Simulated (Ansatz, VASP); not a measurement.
# Hf: VASP beside Ansatz

```
Hf
1.0
     0.00000    2.23127    2.26483
     2.23127    0.00000    2.26483
     2.23127    2.23127    0.00000
Hf
1
Cartesian
  0.0000 0.0000 0.0000
```

Change from the starting cell: z stretched by +1 % at fixed volume.

Alike in both runs: task single point; functional PBE; k mesh 13 × 13 × 13; occupations fermi-dirac, width 0.05 eV; no spin polarisation.

|  | VASP | Ansatz |
| --- | --- | --- |
| version | VASP 6.6.1 | Ansatz 0.2.0 |
| potentials or method | VASP PAW PBE potentials, release 64 (Hf_pv), cutoff 520 eV | all-electron LAPW, scalar-relativistic |

VASP gave:

- pressure (GPa): -0.4
- traceless stress, the component that is largest in VASP (GPa): -0.55

**Question.** Estimate Ansatz's values.

**Answer.** Pressure (GPa): 0.0; traceless stress, the component that is largest in VASP (GPa): -0.56.

Ansatz ran all-electron here, and VASP with PAW potentials.

Spin-orbit coupling is off throughout.
